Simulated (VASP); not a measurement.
Cu:

```
CELL_PARAMETERS angstrom
0.00000 1.77060 1.77060
1.77060 0.00000 1.77060
1.77060 1.77060 0.00000
ATOMIC_POSITIONS crystal
Cu 0.00000 0.00000 0.00000
```

Base run:

* Program: VASP 6.6.1
* Functional: RPBE
* Potentials or basis: VASP PAW PBE potentials, release 64 (Cu)
* Cutoff: 600 eV
* k mesh: 13 × 13 × 13
* Occupations: fermi-dirac, width 0.05 eV
* Spin: no spin polarisation

Its results: pressure 18.6 GPa.

Problem. After a change of settings the same cell gave: pressure -2.7 GPa. Which change was it?
A. functional from RPBE to revPBE; dispersion from none to D4
B. functional from RPBE to LDA; potentials or basis from VASP PAW PBE potentials, release 64 (Cu) to VASP PAW LDA potentials, release 64 (Cu)
C. functional from RPBE to PBE; dispersion from none to D3(BJ)
D. functional from RPBE to PBEsol; cutoff from 600 eV to 520 eV

Solution. B.

Caveats: the PAW data sets were made with another functional, which shifts forces and pressure a little (some runs).
